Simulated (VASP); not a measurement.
Write the native input for VASP 6.6.1 that does the following.

- Task: single point
- Functional: r2SCAN
- Potentials or basis: VASP PAW PBE potentials, release 64 (B, Cl, Cs_sv)
- Cutoff: 520 eV
- k mesh: 6 × 6 × 6
- Occupations: fermi-dirac, width 0.0401 eV
- Spin: no spin polarisation
- Dipole correction: no
- Further INCAR settings: ALGO = Normal; EDIFF = 1e-06; NBANDS = 40

CsB4Cl:

```xyz
12
Lattice="0.0000 5.5003 0.0000 5.5003 0.0000 0.0000 2.7502 2.7502 -7.0875" Properties=species:S:1:pos:R:3 pbc="T T T"
B     2.7513    4.0191   -0.8718
B     4.2314    2.7513   -4.4155
B     2.7491    1.4812   -0.8718
B     6.7692    2.7491   -4.4155
B     5.4992    1.4812   -2.6720
B     6.7692    5.4992   -6.2157
B     5.5014    4.0191   -2.6720
B     4.2314    5.5014   -6.2157
Cl    2.7502    2.7502    0.0000
Cl    5.5003    2.7502   -3.5437
Cs    0.0000    0.0000    0.0000
Cs    2.7502    5.5003   -3.5437
```

The input as run:

POSCAR

```
CsB4Cl
1.0
    0.0000000000      5.5003040000      0.0000000000
    5.5003040000      0.0000000000      0.0000000000
    2.7501520000      2.7501520000     -7.0874640000
B Cl Cs
8 2 2
Direct
    0.6692000000      0.4387000000      0.1230000000
    0.1887000000      0.4578000000      0.6230000000
    0.2078000000      0.4383000000      0.1230000000
    0.1883000000      0.9192000000      0.6230000000
    0.0808000000      0.8113000000      0.3770000000
    0.5613000000      0.7922000000      0.8770000000
    0.5422000000      0.8117000000      0.3770000000
    0.5617000000      0.3308000000      0.8770000000
    0.5000000000      0.5000000000      0.0000000000
    0.2500000000      0.7500000000      0.5000000000
    0.0000000000      0.0000000000      0.0000000000
    0.7500000000      0.2500000000      0.5000000000
```

INCAR.step1

```
SYSTEM = CsB4Cl
PREC     = Accurate       ! precision mode
ENCUT    = 520            ! plane-wave cutoff, eV
ISMEAR   = -1             ! smearing method
SIGMA    = 0.0401         ! smearing width, eV
LREAL    = .FALSE.        ! projectors in reciprocal space
LASPH    = .TRUE.         ! aspherical terms in the spheres
NELM     = 100            ! most SCF steps
NBANDS   = 40             ! bands
GGA      = PE             ! functional
ALGO     = Normal         ! electronic algorithm
EDIFF    = 1E-4           ! SCF threshold, eV
LWAVE    = .TRUE.         ! write WAVECAR
LCHARG   = .FALSE.        ! write CHGCAR
```

INCAR.step2

```
SYSTEM = CsB4Cl
PREC     = Accurate       ! precision mode
ENCUT    = 520            ! plane-wave cutoff, eV
EDIFF    = 1E-6           ! SCF threshold, eV
ISMEAR   = -1             ! smearing method
SIGMA    = 0.0401         ! smearing width, eV
LREAL    = .FALSE.        ! projectors in reciprocal space
LASPH    = .TRUE.         ! aspherical terms in the spheres
NELM     = 100            ! most SCF steps
ALGO     = Normal         ! electronic algorithm
ISIF     = 2              ! what is computed and relaxed
LWAVE    = .FALSE.        ! write WAVECAR
LCHARG   = .TRUE.         ! write CHGCAR
METAGGA  = R2SCAN         ! meta-GGA
LMIXTAU  = .TRUE.       
LELF     = .TRUE.         ! ELF
LVHAR    = .TRUE.       
NBANDS   = 40             ! bands
ISTART   = 1
```

KPOINTS

```
Automatic mesh
0
G
  6 6 6
  0 0 0
```

Potentials or basis: VASP PAW PBE potentials, release 64 (B, Cl, Cs_sv).

The run is started by

```console
$ cat potpaw_PBE.64/B/POTCAR potpaw_PBE.64/Cl/POTCAR potpaw_PBE.64/Cs_sv/POTCAR > POTCAR
$ cp INCAR.step1 INCAR
$ mpirun -np 1 vasp_std > vasp.out
$ cp INCAR.step2 INCAR
$ mpirun -np 1 vasp_std > vasp.out
```

Results of the run:

```yaml
Pressure: 27.6 GPa
Largest_force: 9.096 eV/Å
Band_gap_on_the_k_mesh: zero (bands 28 and 29 overlap by 0.48 eV)
```

Caveat: the stress differs along the axes, from 26 to 31 GPa; the PAW data sets were made with another functional, which shifts forces and pressure a little; spin-orbit coupling is left out, which moves the levels of the heavy elements.

Run time: 8.9 min on 1 thread of Intel(R) Xeon(R) 6975P-C (Granite Rapids) (shared host), peak memory 0.51 GiB.
